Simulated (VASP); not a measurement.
# TiOs2 (Fm-3m) in VASP: further runs, part 2 of 2

VASP 6.6.1. The steps go on from the part before.

### Step 5. Single point, PBE

This run uses another cell than the first one, of 16.98 Å³/atom, 1.265 times its volume.

INCAR

```
SYSTEM = TiOs2
PREC     = Accurate       ! precision mode
ENCUT    = 520            ! plane-wave cutoff, eV
EDIFF    = 1E-7           ! SCF threshold, eV
ISMEAR   = 0              ! smearing method
SIGMA    = 0.1            ! smearing width, eV
LREAL    = .False.        ! projectors in reciprocal space
LASPH    = .True.         ! aspherical terms in the spheres
NELM     = 60             ! most SCF steps
ALGO     = Normal         ! electronic algorithm
ISIF     = 2              ! what is computed and relaxed
LWAVE    = .False.        ! write WAVECAR
LCHARG   = .False.        ! write CHGCAR
GGA      = PE             ! functional
NBANDS   = 21             ! bands
```

KPOINTS

```
Automatic mesh
0
Gamma
  14 14 14
  0 0 0
```

POSCAR

```
TiOs2
1.0
    0.0000000000      2.9423198282      2.9423198282
    2.9423198282      0.0000000000      2.9423198282
    2.9423198282      2.9423198282      0.0000000000
Ti Os
1 2
Direct
    0.0000000000      0.0000000000      0.0000000000
    0.2500000000      0.2500000000      0.2500000000
    0.7500000000      0.7500000000      0.7500000000
```

The run is started by

```console
$ cat potpaw_PBE.64/Ti_sv/POTCAR potpaw_PBE.64/Os/POTCAR > POTCAR
$ mpirun -np 1 vasp_std > vasp.out
```

Wall time 81 s (1 thread of Intel Xeon Platinum 8488C (Sapphire Rapids), shared host); peak memory 0.25 GiB.

The run converged. Its results:

* Free energy: -28.7153 eV
* Pressure: -0.2 GPa
* Band gap on the k mesh: zero (band 14 reaches 9.05 eV, above the bottom of band 15 at 5.85 eV)

Levels at points of the mesh, in eV from the Fermi level:
```csv
k point,band 9,band 10,band 11,band 12,band 13,band 14,band 15,band 16,band 17,band 18
"(0.00, 0.00, 0.00)",-3.04,-3.04,-0.76,-0.76,-0.76,2.37,2.37,2.37,2.53,2.53
"(0.50, 0.00, 0.00)",-2.28,-2.23,-2.23,-1.84,-1.84,-0.83,-0.83,-0.53,3.01,3.01
"(0.50, 0.50, 0.00)",-2.03,-2.03,-1.51,-0.76,-0.76,1.02,1.64,2.41,2.43,2.81
```

Caveat: spin-orbit coupling is left out, which moves the levels of the heavy elements.

### Step 6. Relaxation of cell and atoms, PBE

This run uses another cell than the first one, of 16.97 Å³/atom, 1.264 times its volume.

INCAR

```
SYSTEM = TiOs2
PREC = Accurate
ENCUT = 600
EDIFF = 1E-7
ISMEAR = 0
SIGMA = 0.1
LREAL = .False.
LASPH = .True.
NELM = 60
ALGO = Fast
ISIF = 3
LWAVE = .False.
LCHARG = .False.
GGA = PE
IBRION = 2
NSW = 100
EDIFFG = -0.01
```

KPOINTS

```
regular mesh
0
Gamma
  14 14 14
  0 0 0
```

POSCAR

```
TiOs2
1.0
    0.0000000000      2.9418639944      2.9418639944
    2.9418639944      0.0000000000      2.9418639944
    2.9418639944      2.9418639944      0.0000000000
Ti Os
1 2
Direct
    0.0000000000      0.0000000000      0.0000000000
    0.2500000000      0.2500000000      0.2500000000
    0.7500000000      0.7500000000      0.7500000000
```

Potentials or basis: VASP PAW PBE potentials, release 64 (Ti_sv, Os).

The run is started by

```console
$ cat potpaw_PBE.64/Ti_sv/POTCAR potpaw_PBE.64/Os/POTCAR > POTCAR
$ mpirun -np 1 vasp_std > vasp.out
```

OUTCAR:

```text
SYSTEM = TiOs2
   PREC = Accurate
   ENCUT = 600
   EDIFF = 1E-7
   ISMEAR = 0
   LREAL = .False.
   LASPH = .True.
   NELM = 60
   ISIF = 3
   GGA = PE
   IBRION = 2
   NSW = 100
   EDIFFG = -0.01

 ion  position               nearest neighbor table
   1  0.000  0.000  0.000-   3 2.55   3 2.55   3 2.55   2 2.55   3 2.55   2 2.55   2 2.55   2 2.55

   2  0.250  0.250  0.250-   1 2.55   1 2.55   1 2.55   1 2.55   3 2.94   3 2.94   3 2.94   3 2.94
                             3 2.94   3 2.94
   3  0.750  0.750  0.750-   1 2.55   1 2.55   1 2.55   1 2.55   2 2.94   2 2.94   2 2.94   2 2.94
                             2 2.94   2 2.94

  LATTYP: Found a face centered cubic cell.
 ALAT       =     5.8837279888

  Lattice vectors:

 A1 = (   0.0000000000,   2.9418639944,   2.9418639944)
 A2 = (   2.9418639944,   0.0000000000,   2.9418639944)
 A3 = (   2.9418639944,   2.9418639944,   0.0000000000)

Analysis of symmetry for initial positions (statically):
=====================================================================
 Subroutine PRICEL returns:
 Original cell was already a primitive cell.

 Routine SETGRP: Setting up the symmetry group for a
 face centered cubic supercell.

 Subroutine GETGRP returns: Found 48 space group operations
 (whereof 48 operations were pure point group operations)
 out of a pool of 48 trial point group operations.

The static configuration has the point symmetry O_h .

Analysis of symmetry for dynamics (positions and initial velocities):
=====================================================================
 Subroutine PRICEL returns:
 Original cell was already a primitive cell.

 Routine SETGRP: Setting up the symmetry group for a
 face centered cubic supercell.

 Subroutine GETGRP returns: Found 48 space group operations
 (whereof 48 operations were pure point group operations)
[... 118 lines left out ...]
   EFERMI =   0.00;   METHOD = LEGACY
   ISMEAR =     0;   SIGMA  =   0.10  broadening in eV -4-tet -1-fermi 0-gaus
   EFERMI_NEDOS =   21; number of points for ismear=-14 and -15
   IALGO  =     68    algorithm
   IMIX   =      4    mixing-type and parameters
     AMIX     =   0.40;   BMIX     =  1.00
     AMIX_MAG =   1.60;   BMIX_MAG =  1.00
  volume/ion in A,a.u.               =      16.97       114.54
  Fermi-wavevector in a.u.,A,eV,Ry     =   1.341204  2.534509 24.474552  1.798829
  Thomas-Fermi vector in A             =   2.469456
   LORBIT       =      0    0 simple, 1 ext, 2 COOP (PROOUT), +10 PAW based schemes
   GGA     = PE    functional components
   LHFCALC =     F    Hartree Fock is set to
   AEXX    =    0.0000 exact exchange contribution
   IVDW    =     0    specifies the selected vdW correction
   LEPSILON=     F    determine dielectric tensor
   LRPA    =     F    only Hartree local field effects (RPA)
 conjugate gradient relaxation of ions
 non-spin polarized calculation
 RMM-DIIS sequential band-by-band and
 Gauss-broadening in eV      SIGMA  =   0.10
  energy-cutoff  :      600.00
  volume of cell :       50.92
 maximum number of plane-waves:      1724
 NGX is ok and might be reduce to    36
   NGX = 17   NGY = 17   NGZ = 17

 number of electron      28.0000003 magnetization

 Free energy of the ion-electron system (eV)
  ---------------------------------------------------
  ext. energy  EPLUGINS =         0.00000000
  ---------------------------------------------------
  free energy    TOTEN  =       -28.71564709 eV

  energy without entropy =      -28.70102915  energy(sigma->0) =      -28.70833812

 E-fermi :   6.6916     XC(G=0): -12.2818

 val. band max:        6.6790775813   @ k =   0.3571   0.0714   0.0000
 cond. band min:       6.6945135960   @ k =  -0.2857   0.3571   0.1429
 fundamental gap:      0.0154360147
 Fermi energy:         6.6916434027

 k-point     1 :       0.0000    0.0000    0.0000
  band No.  band energies     occupation
      1     -49.3268      2.00000
      2     -25.6456      2.00000
      3     -25.6456      2.00000
      4     -25.6456      2.00000
      5      -0.8396      2.00000
      6       2.2959      2.00000
[... 481 lines left out ...]
      5       0.3670      2.00000
      6       2.8127      2.00000
[... 10 lines left out ...]
     17       9.4865      0.00000
     18       9.9227      0.00000

 [... further k-points ...]
[... 5 lines left out ...]
  --------------------------------------------------------------------------------------
  -------------------------------------------------------------------------------------
  Total       -0.0053489     -0.0053489     -0.0053489      0.0000000      0.0000000      0.0000000
  in kB       -0.1682975     -0.1682975     -0.1682975      0.0000000      0.0000000      0.0000000
  external PRESSURE =      -0.1682975 kB  Pullay stress =       0.0000000 kB

 VOLUME and BASIS-vectors are now :
 -----------------------------------------------------------------------------
  energy-cutoff  :      600.00
  volume of cell :       50.92
      direct lattice vectors                 reciprocal lattice vectors
     0.000000000  2.941863994  2.941863994    -0.169960270  0.169960270  0.169960270
     2.941863994  0.000000000  2.941863994     0.169960270 -0.169960270  0.169960270
     2.941863994  2.941863994  0.000000000     0.169960270  0.169960270 -0.169960270

 POSITION                                       TOTAL-FORCE (eV/Angst)
 -----------------------------------------------------------------------------------
      0.00000      0.00000      0.00000         0.000000      0.000000      0.000000
      1.47093      1.47093      1.47093        -0.000000     -0.000000      0.000000
      4.41280      4.41280      4.41280        -0.000000      0.000000     -0.000000
 -----------------------------------------------------------------------------------
    total drift:                               -0.000000      0.000000      0.000000

  FREE ENERGIE OF THE ION-ELECTRON SYSTEM (eV)
  ---------------------------------------------------
  free  energy   TOTEN  =       -28.7156470936 eV

  energy  without entropy=      -28.7010291481  energy(sigma->0) =      -28.70833812

 reached required accuracy - stopping structural energy minimisation
```

OSZICAR:

```text
N       E                     dE             d eps       ncg     rms          rms(c)
DAV:   1     0.277524207576E+03    0.27752E+03   -0.15053E+04  3744   0.184E+03
DAV:   2     0.319384768034E+01   -0.27433E+03   -0.26792E+03  3764   0.511E+02
DAV:   3    -0.290084834292E+02   -0.32202E+02   -0.30743E+02  6558   0.141E+02
[... 19 lines left out ...]
RMM:  23    -0.287156378090E+02   -0.14492E-04   -0.28006E-05  6407   0.506E-02    0.633E-02
RMM:  24    -0.287156448523E+02   -0.70433E-05   -0.20087E-05  6332   0.415E-02    0.329E-02
RMM:  25    -0.287156468181E+02   -0.19658E-05   -0.54761E-06  5302   0.215E-02    0.179E-02
RMM:  26    -0.287156470207E+02   -0.20269E-06   -0.53473E-06  5718   0.234E-02    0.227E-03
RMM:  27    -0.287156470936E+02   -0.72857E-07   -0.70302E-07  3446   0.568E-03
   1 F= -.28715647E+02 E0= -.28708338E+02  d E =-.287156E+02
```

CONTCAR:

```text
TiOs2
   1.00000000000000
     0.0000000000000000    2.9418639943999998    2.9418639943999998
     2.9418639943999998    0.0000000000000000    2.9418639943999998
     2.9418639943999998    2.9418639943999998    0.0000000000000000
  Ti              Os
     1     2
Direct
     0.0000000000000000    0.0000000000000000    0.0000000000000000
     0.2500000000000000    0.2500000000000000    0.2500000000000000
     0.7500000000000000    0.7500000000000000    0.7500000000000000

  0.00000000E+00  0.00000000E+00  0.00000000E+00
  0.00000000E+00  0.00000000E+00  0.00000000E+00
  0.00000000E+00  0.00000000E+00  0.00000000E+00
```

Run time: 3.4 min. Hardware: 1 thread of Intel Xeon Platinum 8488C (Sapphire Rapids), shared host; peak memory 0.3 GiB.

Results:

* Free energy: -28.7156 eV
* Pressure after relaxing: 0.0 GPa
* Band gap on the k mesh: zero (band 14 reaches 9.06 eV, above the bottom of band 15 at 5.86 eV)

Final structure:
```yaml
crystal:
  lattice:
    - [0.00000, 2.94186, 2.94186]
    - [2.94186, 0.00000, 2.94186]
    - [2.94186, 2.94186, 0.00000]
  atoms:
    - { symbol: Ti, position: [0.00000, 0.00000, 0.00000] }
    - { symbol: Os, position: [0.25000, 0.25000, 0.25000] }
    - { symbol: Os, position: [0.75000, 0.75000, 0.75000] }
```

Caveat: the relaxation stopped at its first step, so nothing moved; spin-orbit coupling is left out, which moves the levels of the heavy elements.

### Step 7. Overview

```tsv
task	cell	k mesh	cutoff (eV)	gap on the mesh (eV)	pressure (GPa)
single point	a = 3.848 Å, angles 60.0°, 3 atoms	6 × 6 × 6	520	none	79.3
single point	a = 4.160 Å, angles 60.0°, 3 atoms	6 × 6 × 6	520	none	-0.1
relaxation of cell and atoms	relaxed from a = 3.848 Å, angles 60.0°, 3 atoms	6 × 6 × 6	600	none	0.1
single point	a = 4.161 Å, angles 60.0°, 3 atoms	14 × 14 × 14	520	none	-0.2
relaxation of cell and atoms	relaxed from a = 4.160 Å, angles 60.0°, 3 atoms	14 × 14 × 14	600	none	0.0
```

Alike in all rows: level PBE; potentials or basis VASP PAW PBE potentials, release 64 (Ti_sv, Os); no spin polarisation; smearing gaussian 0.1 eV.

Caveats: spin-orbit coupling is left out, which moves the levels of the heavy elements; the volume moved by over 15 % at a fixed basis, so the end points are rough (some runs); the relaxation stopped at its first step, so nothing moved (some runs).

Total energies depend on the potentials used, so only differences within one code and one set of settings carry meaning.
